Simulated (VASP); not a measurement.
Runs of VASP 6.6.1 on MgI2. Symmetry: Fm-3m, No. 225, cubic system. Conventional cell: a = 7.511 Å, b = 7.511 Å, c = 7.511 Å, α = 90.00°, β = 90.00°, γ = 90.00°. Within 4.3 Å of Mg (site symmetry m-3m) lie 8 I at 3.25 Å. Within 4.3 Å of I (site symmetry -43m) lie 4 Mg at 3.25 Å and 6 I at 3.76 Å. 

```tsv
level	potentials or basis	grid for exact exchange (PRECFOCK)	screening parameter	gap on the mesh (eV)	pressure (GPa)
LDA	VASP PAW LDA potentials, release 64 (Mg, I)	-	-	0.41	-2.2
HSE06	VASP PAW PBE potentials, release 64 (Mg, I)	Normal	0.2079 1/Å	1.37	-0.6
PBE	VASP PAW PBE potentials, release 64 (Mg, I)	-	-	(c)	(a)
r2SCAN	VASP PAW PBE potentials, release 64 (Mg, I)	-	-	(b)	-0.1
```

Alike in all rows: task single point; no spin polarisation; cell as given; k mesh 4 × 4 × 4; cutoff (eV) 520; smearing gaussian 0.01 eV.

Fill in the values left out.

(a) 0.2; (b) 1.29; (c) 0.58.

Caveats: spin-orbit coupling is left out, which moves the levels of the heavy elements; the PAW data sets were made with another functional, which shifts forces and pressure a little (some runs).

A k mesh can miss the band edges, and the runs leave out spin-orbit coupling on I.
